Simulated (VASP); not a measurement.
# Ge (P6_3/mmc) in VASP: a series of runs, part 2 of 2

VASP 6.6.1. Earlier steps stand in the parts before.

**3. Single point, PBE (strain -0.030 along x and y, +0.000 along z)**

File INCAR:

```
PREC = Accurate
ENCUT = 520
EDIFF = 1E-6
ISMEAR = 0
SIGMA = 0.15
LREAL = False
LASPH = True
NELM = 100
ALGO = Normal
ISIF = 2
LWAVE = False
LCHARG = True
GGA = PE
LELF = True
LVHAR = True
NBANDS = 36
```

File KPOINTS:

```
Automatic mesh
0
Gamma
  12 12 8
```

File POSCAR:

```
Ge
1.0
    3.9364120065      0.0000000000      0.0000000000
   -1.9682060033      3.4090327973      0.0000000000
    0.0000000000      0.0000000000      6.6925281924
Ge
4
Direct
    0.6666666667      0.3333333333      0.0627911807
    0.3333333333      0.6666666667      0.5627911807
    0.6666666667      0.3333333333      0.4372088193
    0.3333333333      0.6666666667      0.9372088193
```

Potentials or basis: VASP PAW PBE potentials, release 64 (Ge_d).

Run with:

```bash
$ cat potpaw_PBE.64/Ge_d/POTCAR > POTCAR
$ mpirun -np 1 vasp_std > vasp.out
```

OUTCAR:

```text
PREC = Accurate
   ENCUT = 520
   EDIFF = 1E-6
   ISMEAR = 0
   LREAL = False
   LASPH = True
   NELM = 100
   ISIF = 2
   GGA = PE

 ion  position               nearest neighbor table
   1  0.667  0.333  0.063-   4 2.42   4 2.42   4 2.42   3 2.51
   2  0.333  0.667  0.563-   3 2.42   3 2.42   3 2.42   4 2.51
   3  0.667  0.333  0.437-   2 2.42   2 2.42   2 2.42   1 2.51
   4  0.333  0.667  0.937-   1 2.42   1 2.42   1 2.42   2 2.51

  LATTYP: Found a hexagonal cell.
 ALAT       =     3.9364120065
 C/A-ratio  =     1.7001594806

  Lattice vectors:

 A1 = (   3.9364120065,   0.0000000000,   0.0000000000)
 A2 = (  -1.9682060033,   3.4090327973,   0.0000000000)
 A3 = (   0.0000000000,   0.0000000000,   6.6925281924)

Analysis of symmetry for initial positions (statically):
=====================================================================
 Subroutine PRICEL returns:
 Original cell was already a primitive cell.

 Routine SETGRP: Setting up the symmetry group for a
 hexagonal supercell.

 Subroutine GETGRP returns: Found 24 space group operations
 (whereof 12 operations were pure point group operations)
 out of a pool of 24 trial point group operations.

The static configuration has the point symmetry D_3d.
 The point group associated with its full space group is D_6h.

Analysis of symmetry for dynamics (positions and initial velocities):
=====================================================================
 Subroutine PRICEL returns:
 Original cell was already a primitive cell.

 Routine SETGRP: Setting up the symmetry group for a
 hexagonal supercell.

 Subroutine GETGRP returns: Found 24 space group operations
 (whereof 12 operations were pure point group operations)
[... 116 lines left out ...]
   TEBEG  =    0.0;   TEEND  =   0.0 temperature during run
   PSTRESS=    0.0 pullay stress
   NELECT =      56.0000    total number of electrons
   NUPDOWN=      -1.0000    fix difference up-down
   EMIN   =  10.00;   EMAX   =-10.00  energy-range for DOS
   EFERMI =   0.00;   METHOD = LEGACY
   ISMEAR =     0;   SIGMA  =   0.15  broadening in eV -4-tet -1-fermi 0-gaus
   EFERMI_NEDOS =   21; number of points for ismear=-14 and -15
   IALGO  =     38    algorithm
   IMIX   =      4    mixing-type and parameters
     AMIX     =   0.40;   BMIX     =  1.00
     AMIX_MAG =   1.60;   BMIX_MAG =  1.00
  volume/ion in A,a.u.               =      22.45       151.52
  Fermi-wavevector in a.u.,A,eV,Ry     =   1.398611  2.642991 26.614520  1.956112
  Thomas-Fermi vector in A             =   2.521752
   LORBIT       =      0    0 simple, 1 ext, 2 COOP (PROOUT), +10 PAW based schemes
   GGA     = PE    functional components
   LHFCALC =     F    Hartree Fock is set to
   AEXX    =    0.0000 exact exchange contribution
   IVDW    =     0    specifies the selected vdW correction
   LEPSILON=     F    determine dielectric tensor
   LRPA    =     F    only Hartree local field effects (RPA)
 non-spin polarized calculation
 Gauss-broadening in eV      SIGMA  =   0.15
  energy-cutoff  :      520.00
  volume of cell :       89.81
 maximum number of plane-waves:      2449
 NGX is ok and might be reduce to    30
   NGX = 15   NGY = 15   NGZ = 25

 number of electron      56.0000029 magnetization

 Free energy of the ion-electron system (eV)
  ---------------------------------------------------
  ext. energy  EPLUGINS =         0.00000000
  ---------------------------------------------------
  free energy    TOTEN  =       -17.90316227 eV

  energy without entropy =      -17.90195532  energy(sigma->0) =      -17.90255879

 E-fermi :   5.2335     XC(G=0):  -9.9622

 val. band max:        5.1548649860   @ k =   0.0000   0.0000   0.1250
 cond. band min:       5.2461247623   @ k =   0.0000   0.0000   0.0000
 fundamental gap:      0.0912597764
 Fermi energy:         5.2334553040

 k-point     1 :       0.0000    0.0000    0.0000
  band No.  band energies     occupation
      1     -19.8048      2.00000
      2     -19.8048      2.00000
      3     -19.7705      2.00000
      4     -19.7705      2.00000
      5     -19.7378      2.00000
      6     -19.7317      2.00000
[... 925 lines left out ...]
     35      12.4381      0.00000
     36      12.5994      0.00000

 [... further k-points ...]
[... 5 lines left out ...]
  --------------------------------------------------------------------------------------
  -------------------------------------------------------------------------------------
  Total        3.4061774      3.4061774      0.3598716     -0.0000000     -0.0000000      0.0000000
  in kB       60.7653370     60.7653370      6.4200168     -0.0000000     -0.0000000      0.0000000
  external PRESSURE =      42.6502302 kB  Pullay stress =       0.0000000 kB

 VOLUME and BASIS-vectors are now :
 -----------------------------------------------------------------------------
  energy-cutoff  :      520.00
  volume of cell :       89.81
      direct lattice vectors                 reciprocal lattice vectors
     3.936412006  0.000000000  0.000000000     0.254038449  0.146669167  0.000000000
    -1.968206003  3.409032797  0.000000000     0.000000000  0.293338334  0.000000000
     0.000000000  0.000000000  6.692528192     0.000000000  0.000000000  0.149420364

 POSITION                                       TOTAL-FORCE (eV/Angst)
 -----------------------------------------------------------------------------------
      1.96821      1.13634      0.42023         0.000000     -0.000000      0.314180
     -0.00000      2.27269      3.76650        -0.000000      0.000000      0.314180
      1.96821      1.13634      2.92603         0.000000      0.000000     -0.314180
     -0.00000      2.27269      6.27230        -0.000000     -0.000000     -0.314180
 -----------------------------------------------------------------------------------
    total drift:                               -0.000000      0.000000      0.000000

  FREE ENERGIE OF THE ION-ELECTRON SYSTEM (eV)
  ---------------------------------------------------
  free  energy   TOTEN  =       -17.9031622708 eV

  energy  without entropy=      -17.9019553192  energy(sigma->0) =      -17.90255879
```

OSZICAR:

```text
N       E                     dE             d eps       ncg     rms          rms(c)
DAV:   1     0.494232425779E+03    0.49423E+03   -0.28356E+04  8008   0.429E+03
DAV:   2     0.674377965495E+02   -0.42679E+03   -0.41556E+03  6856   0.806E+02
DAV:   3    -0.135013007088E+02   -0.80939E+02   -0.79862E+02  7464   0.206E+02
DAV:   4    -0.180000209638E+02   -0.44987E+01   -0.44833E+01  7964   0.568E+01
DAV:   5    -0.180903272393E+02   -0.90306E-01   -0.90283E-01  7716   0.900E+00    0.461E+00
DAV:   6    -0.179649622145E+02    0.12537E+00   -0.67957E-02  7600   0.201E+00    0.272E+00
DAV:   7    -0.178989366436E+02    0.66026E-01   -0.12063E-01  7616   0.236E+00    0.205E-01
DAV:   8    -0.179023032401E+02   -0.33666E-02   -0.14432E-02  7636   0.108E+00    0.957E-02
DAV:   9    -0.179030534974E+02   -0.75026E-03   -0.88977E-04  7516   0.150E-01    0.377E-02
DAV:  10    -0.179031424022E+02   -0.88905E-04   -0.94056E-05  7996   0.736E-02    0.119E-02
DAV:  11    -0.179031606283E+02   -0.18226E-04   -0.35180E-05  6680   0.270E-02    0.316E-03
DAV:  12    -0.179031620844E+02   -0.14561E-05   -0.24492E-06  6332   0.146E-02    0.110E-03
DAV:  13    -0.179031622708E+02   -0.18635E-06   -0.36807E-07  4996   0.676E-03
   1 F= -.17903162E+02 E0= -.17902559E+02  d E =-.120695E-02
```

stdout:

```text
POSCAR found type information on POSCAR Ge
 POSCAR found :  1 types and       4 ions
 scaLAPACK will be used
 LDA part: xc-table for (Slater+PW92), standard interpolation
 POSCAR, INCAR and KPOINTS ok, starting setup
 FFT: planning ... GRIDC
 FFT: planning ... GRID_SOFT
 FFT: planning ... GRID
 WAVECAR not read
 entering main loop
```

Run time: 8.8 min. Hardware: 1 thread of AMD EPYC 7R13, shared host; peak memory 0.31 GiB.

Results:

```
Free energy            : -17.9032 eV
Pressure               : 4.3 GPa
Largest force          : 0.314 eV/Å
Band gap on the k mesh : zero (filled and empty bands touch)
```

Forces on the atoms (eV/Å):
```
Ge   0.000  0.000  0.314
Ge   0.000  0.000  0.314
Ge   0.000  0.000 -0.314
Ge   0.000  0.000 -0.314
```

Caveat: the cell differs from its parent crystal (strain -0.030 along x and y, +0.000 along z); the stress differs along the axes, from 1 to 6 GPa; semilocal functionals underestimate gaps, and a narrow one can read as zero.

The gap in the log of VASP goes by the Fermi energy; the results here count the filled bands.